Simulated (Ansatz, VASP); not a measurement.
**One calculation of Sn, two programs**

```
Sn
1.0
     0.00000    3.23808    3.23808
     3.23808    0.00000    3.23808
     3.23808    3.23808    0.00000
Sn
2
Direct
  0.50000 0.50000 0.50000
  0.75000 0.75000 0.75000
```

Alike in both runs: task single point; functional LDA; k mesh 9 × 9 × 9; no spin polarisation.

|  | VASP | Ansatz |
| --- | --- | --- |
| version | VASP 6.6.1 | Ansatz 0.2.0 |
| potentials or method | VASP PAW LDA potentials, release 64 (Sn_d), cutoff 520 eV | plane waves (420 eV) with PAW, scalar-relativistic |
| occupations | methfessel-paxton of order 1, width 0.2 eV | cold, width 0.2 eV |
| valence electrons in the cell | 28 | 28 |

```csv
,VASP,Ansatz,Ansatz less VASP
pressure (GPa),0.0,0.0,+0.01
```

Ansatz warns that its potentials were made for another functional, while VASP's fit it. LDA's correlation is that of Perdew and Zunger in VASP and of Perdew and Wang (1992) in Ansatz.
